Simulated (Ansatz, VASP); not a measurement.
ZnSe: VASP beside Ansatz

Contents of POSCAR:

```
ZnSe
1.0
    0.0000000000      3.0595808523      2.7196274243
    3.0595808523      0.0000000000      2.7196274243
    3.0595808523      3.0595808523      0.0000000000
Zn Se
1 1
Direct
    0.0000000000      0.0000000000      0.0000000000
    0.7500000000      0.7500000000      0.7500000000
```

Contents of INCAR.step1:

```
SYSTEM = ZnSe
PREC     = Accurate       ! precision mode
ENCUT    = 520            ! plane-wave cutoff, eV
ISMEAR   = 0              ! smearing method
SIGMA    = 0.05           ! smearing width, eV
LREAL    = .FALSE.        ! projectors in reciprocal space
LASPH    = .TRUE.         ! aspherical terms in the spheres
NELM     = 80             ! most SCF steps
NBANDS   = 16             ! bands
GGA      = PE             ! functional
ALGO     = Normal         ! electronic algorithm
EDIFF    = 1E-4           ! SCF threshold, eV
LWAVE    = .TRUE.         ! write WAVECAR
LCHARG   = .FALSE.        ! write CHGCAR
```

Contents of INCAR.step2:

```
SYSTEM = ZnSe
PREC     = Accurate       ! precision mode
ENCUT    = 520            ! plane-wave cutoff, eV
EDIFF    = 1E-6           ! SCF threshold, eV
ISMEAR   = 0              ! smearing method
SIGMA    = 0.05           ! smearing width, eV
LREAL    = .FALSE.        ! projectors in reciprocal space
LASPH    = .TRUE.         ! aspherical terms in the spheres
NELM     = 80             ! most SCF steps
ALGO     = Normal         ! electronic algorithm
ISIF     = 2              ! what is computed and relaxed
LWAVE    = .FALSE.        ! write WAVECAR
LCHARG   = .TRUE.         ! write CHGCAR
METAGGA  = R2SCAN         ! meta-GGA
LMIXTAU  = .TRUE.       
LELF     = .TRUE.         ! ELF
LVHAR    = .TRUE.       
NBANDS   = 16             ! bands
ISTART   = 1
```

File KPOINTS:

```
regular mesh
0
G
  8 8 8
  0 0 0
```

Input for Ansatz:

```yaml
crystal:
  lattice:
    - [0.0, 3.0595808523, 2.7196274243]
    - [3.0595808523, 0.0, 2.7196274243]
    - [3.0595808523, 3.0595808523, 0.0]
  atoms:
    - { symbol: Zn, position: [0.0, 0.0, 0.0] }
    - { symbol: Se, position: [0.75, 0.75, 0.75] }
basis:
  ecutwfc: 500
kpoints:
  mp_grid: { grid: [8, 8, 8] }
hamiltonian:
  xc: r2scan
scf:
  occupations: { method: gaussian, width: 0.05 }
output:
  forces: true
  stress: true
  eigenvalues: true
```

Change from the starting cell: strain +0.080 along x and y, -0.040 along z, atoms carried along.

Alike in both runs: task single point; functional r2SCAN; k mesh 8 × 8 × 8; occupations gaussian, width 0.05 eV; no spin polarisation.

```csv
,VASP,Ansatz
version,VASP 6.6.1,Ansatz 0.2.0
potentials or method,"VASP PAW PBE potentials, release 64 (Zn, Se), cutoff 520 eV","scalar-relativistic, plane waves, PAW"
valence electrons in the cell,18,28
```

Ansatz gave:

| Quantity | Value |
| --- | --- |
| gap on the k mesh at the Fermi level (eV) | 1.14 |
| least direct gap on the mesh (eV) | 1.14 |
| pressure (GPa) | -5.9 |
| traceless stress, the component that is largest in VASP (GPa) | 2.50 |

Problem. Estimate VASP's values.

Solution. gap on the k mesh at the Fermi level (eV): 1.14; least direct gap on the mesh (eV): 1.14; pressure (GPa): -5.9; traceless stress, the component that is largest in VASP (GPa): 2.46.

VASP's potentials were made for PBE, not for r2SCAN. VASP's potentials hold 18 valence electrons a cell and Ansatz's 28, so a difference there can come from the potentials and not from the codes.
